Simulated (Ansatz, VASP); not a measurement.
## One calculation of CuSeOF, two programs

File POSCAR:

```
CuSeOF
1.0
    3.5246251600      0.0000000000      0.0000000000
    0.0000000000      3.5246251600      0.0000000000
    0.0000000000      0.0000000000      7.7132959900
F O Cu Se
2 2 2 2
Direct
    0.2500000000      0.7500000000      0.5000000000
    0.7500000000      0.2500000000      0.5000000000
    0.2500000000      0.2500000000      0.1708000000
    0.7500000000      0.7500000000      0.8292000000
    0.2500000000      0.7500000000      0.0000000000
    0.7500000000      0.2500000000      0.0000000000
    0.2500000000      0.2500000000      0.6646000000
    0.7500000000      0.7500000000      0.3354000000
```

INCAR.step1

```
SYSTEM = CuSeOF
PREC = Accurate ; ENCUT = 660
ISMEAR = -1 ; SIGMA = 0.1
LREAL = .False. ; LASPH = .True.
NELM = 200 ; ISPIN = 2
MAGMOM = 0 0 0 0 0 0 0 0 ; LMAXMIX = 4
NBANDS = 44 ; GGA = PE
ALGO = Normal ; EDIFF = 1E-5
LWAVE = .True. ; LCHARG = .False.
GGA_COMPAT = .False.
```

Contents of INCAR.step2:

```
SYSTEM = CuSeOF
PREC = Accurate ; ENCUT = 660
EDIFF = 1E-6 ; ISMEAR = -1
SIGMA = 0.1 ; LREAL = .False.
LASPH = .True. ; NELM = 200
ALGO = Normal ; ISIF = 2
LWAVE = .False. ; LCHARG = .False.
ISPIN = 2 ; MAGMOM = 0 0 0 0 0 0 0 0
LORBIT = 11 ; LMAXMIX = 4
METAGGA = R2SCAN ; LMIXTAU = .True.
NBANDS = 44 ; ISTART = 1
GGA_COMPAT = .False.
```

The input KPOINTS:

```
Automatic mesh
0
Gamma
  7 7 3
  0 0 0
```

Input for Ansatz:

```yaml
crystal:
  lattice:
    - [3.52462516, 0.0, 0.0]
    - [0.0, 3.52462516, 0.0]
    - [0.0, 0.0, 7.71329599]
  atoms:
    - { symbol: F, position: [0.25, 0.75, 0.5] }
    - { symbol: F, position: [0.75, 0.25, 0.5] }
    - { symbol: O, position: [0.25, 0.25, 0.1708] }
    - { symbol: O, position: [0.75, 0.75, 0.8292] }
    - { symbol: Cu, position: [0.25, 0.75, 0.0] }
    - { symbol: Cu, position: [0.75, 0.25, 0.0] }
    - { symbol: Se, position: [0.25, 0.25, 0.6646] }
    - { symbol: Se, position: [0.75, 0.75, 0.3354] }
kpoints:
  mp_grid: { grid: [7, 7, 3], shift: [0, 0, 0] }
  band_path:
    path:
      - [0.0, 0.0, 0.0]
      - [0.0, 0.5, 0.0]
      - [0.5, 0.5, 0.0]
      - [0.0, 0.0, 0.0]
      - [0.0, 0.0, 0.5]
      - [0.0, 0.5, 0.5]
      - [0.5, 0.5, 0.5]
      - [0.0, 0.0, 0.5]
      - [0.0, 0.5, 0.0]
      - [0.0, 0.5, 0.5]
      - [0.5, 0.5, 0.0]
    npoints: 6
magnetization:
  spin_polarized: true
scf:
  occupations: { method: fermi_dirac }
  lower_state_search: "off"
  max_iter: 200
hamiltonian:
  pseudopotentials: { kind: paw }
  xc: r2scan
basis:
  ecutwfc: 500
  fft_grid_basis: typed
output:
  forces: true
  stress: true
  eigenvalues: true
  bader: true
  populations: true
  elf: true
  write_potential: true
  volumetric_format: npy
  dos:
    e_range: [-12, 8]
    de: 0.05
    projected: { site_lists: { Cu: [Cu], F: [F], O: [O], Se: [Se] } }
checkpoint:
  read: saved_state
```

Alike in both runs: task single point; functional r2SCAN; k mesh 7 × 7 × 3; collinear spin.

|  | VASP | Ansatz |
| --- | --- | --- |
| version | VASP 6.6.1 | Ansatz 0.2.0 |
| potentials or method | VASP PAW PBE potentials, release 64 (F, O, Cu, Se), cutoff 660 eV | PAW plane waves |
| occupations | fermi-dirac, width 0.1 eV | fermi-dirac |
| valence electrons in the cell | 60 | 96 |

```csv
,VASP,Ansatz,Ansatz less VASP
pressure (GPa),8.9,9.2,+0.28
"traceless stress, the component that is largest in VASP (GPa)",-4.62,-4.61,+0.010
rms of the force components (eV/Å),1.466,1.476,+0.0104
net moment per atom (μB),0.00,0.00,0.000
```

VASP's potentials were made for PBE, not for r2SCAN. Atom by atom the forces differ by 0.018 eV/Å (rms over components). VASP's potentials hold 60 valence electrons a cell and Ansatz's 96, so a difference there can come from the potentials and not from the codes.
